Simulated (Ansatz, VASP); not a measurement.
## One calculation of Au, two programs

File POSCAR:

```
Au
1.0
   -1.6572690000      1.6572690000      1.6572690000
    1.6572690000     -1.6572690000      1.6572690000
    1.6572690000      1.6572690000     -1.6572690000
Au
1
Direct
    0.0000000000      0.0000000000      0.0000000000
```

File INCAR.step1:

```
PREC = Accurate
ENCUT = 520
EDIFF = 1E-5
ISMEAR = -1
SIGMA = 0.05
LREAL = F
LASPH = T
NELM = 80
ALGO = Normal
ISIF = 2
LWAVE = T
LCHARG = F
GGA = PE
NBANDS = 12
```

INCAR.step2

```
PREC = Accurate
ENCUT = 520
EDIFF = 1E-7
ISMEAR = -1
SIGMA = 0.05
LREAL = F
LASPH = T
NELM = 80
ALGO = Normal
ISIF = 2
LWAVE = F
LCHARG = F
GGA = PE
LHFCALC = T
AEXX = 0.25
HFSCREEN = 0.3
PRECFOCK = Normal
ISTART = 1
NBANDS = 12
```

The input KPOINTS:

```
regular mesh
0
Gamma
  6 6 6
```

The input input:

```
crystal:
  lattice:
    - [-1.657269, 1.657269, 1.657269]
    - [1.657269, -1.657269, 1.657269]
    - [1.657269, 1.657269, -1.657269]
  atoms:
    - { symbol: Au, position: [0.0, 0.0, 0.0] }
hamiltonian:
  xc: { exchange: pbe, correlation: pbe, exx: { coeff: 0.25, omega: 0.3 } }
  pseudopotentials: { kind: paw }
kpoints:
  mp_grid: { grid: [6, 6, 6] }
  band_path:
    path:
      - [[0.0, 0.0, 0.0], [0.5, -0.5, 0.5], [0.0, 0.0, 0.5], [0.0, 0.0, 0.0], [0.25, 0.25, 0.25], [0.5, -0.5, 0.5]]
      - [[0.25, 0.25, 0.25], [0.0, 0.0, 0.5]]
    npoints: 4
scf:
  occupations: { method: fermi_dirac, width: 0.05 }
  n_extra_bands: 6
output:
  forces: true
  stress: true
  eigenvalues: true
  fatbands: false
```

Alike in both runs: functional PBE-based screened hybrid; k mesh 6 × 6 × 6; occupations fermi-dirac, width 0.05 eV; no spin polarisation.

|  | VASP | Ansatz |
| --- | --- | --- |
| version | VASP 6.6.1 | Ansatz 0.2.0 |
| potentials or method | VASP PAW PBE potentials, release 64 (Au) | Ansatz PAW |
| plane-wave cutoff (eV) | 520 | 420 |
| valence electrons in the cell | 11 | 19 |
| task | single point | band structure |

```csv
,VASP,Ansatz,Ansatz less VASP
gap on the k mesh at the Fermi level (eV),none,none,-
pressure (GPa),-3.7,-3.8,-0.09
```

VASP's potentials were made for PBE, not for PBE-based screened hybrid. A gap of «none» marks a metal or a gap that the smearing closes. VASP's potentials hold 11 valence electrons a cell and Ansatz's 19, so a difference there can come from the potentials and not from the codes.

The k mesh is coarse, so the values compare programs but aren't converged. Neither program's run includes spin-orbit coupling.
